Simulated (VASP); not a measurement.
Write the native input for VASP 6.6.1 that does the following.

| Property | Result |
| --- | --- |
| Task | single point |
| Functional | PBE |
| Potentials or basis | VASP PAW PBE potentials, release 64 (Sc_sv) |
| Cutoff | 520 eV |
| k mesh | 11 × 11 × 1 |
| Occupations | fermi-dirac, width 0.08 eV |
| Spin | no spin polarisation |
| Dipole correction | yes |
| Further INCAR settings | ALGO = Normal; EDIFF = 1e-06; NBANDS = 12 |

The structure of Sc lies in POSCAR:

```
Sc
1.0
    3.2704168980      0.0000000000      0.0000000000
    0.0000000000      3.2704168980      0.0000000000
    0.0000000000      0.0000000000     16.0000000000
Sc
1
Direct
    0.0000000000      0.0000000000      0.5000000000
```

The input as run:

INCAR

```
SYSTEM = Sc
PREC = Accurate
ENCUT = 520
EDIFF = 1E-6
ISMEAR = -1
SIGMA = 0.08
LREAL = .FALSE.
LASPH = .TRUE.
NELM = 80
ALGO = Normal
ISIF = 2
LWAVE = .FALSE.
LCHARG = .FALSE.
LDIPOL = .TRUE.
IDIPOL = 3
DIPOL = 0.5 0.5 0.500
GGA = PE
NBANDS = 12
```

KPOINTS

```
regular mesh
0
G
  11 11 1
  0 0 0
```

Potentials or basis: VASP PAW PBE potentials, release 64 (Sc_sv).

Command:

```sh
$ cat potpaw_PBE.64/Sc_sv/POTCAR > POTCAR
$ mpirun -np 1 vasp_std > vasp.out
```

Results of the run:

The band gap on the k mesh is zero (an odd number of electrons rules out a gap without spin polarisation).

It took 50 s on 1 thread of Intel(R) Xeon(R) Platinum 8259CL CPU @ 2.50GHz (Skylake/Cascade Lake), on a shared host, peak memory 0.25 GiB.
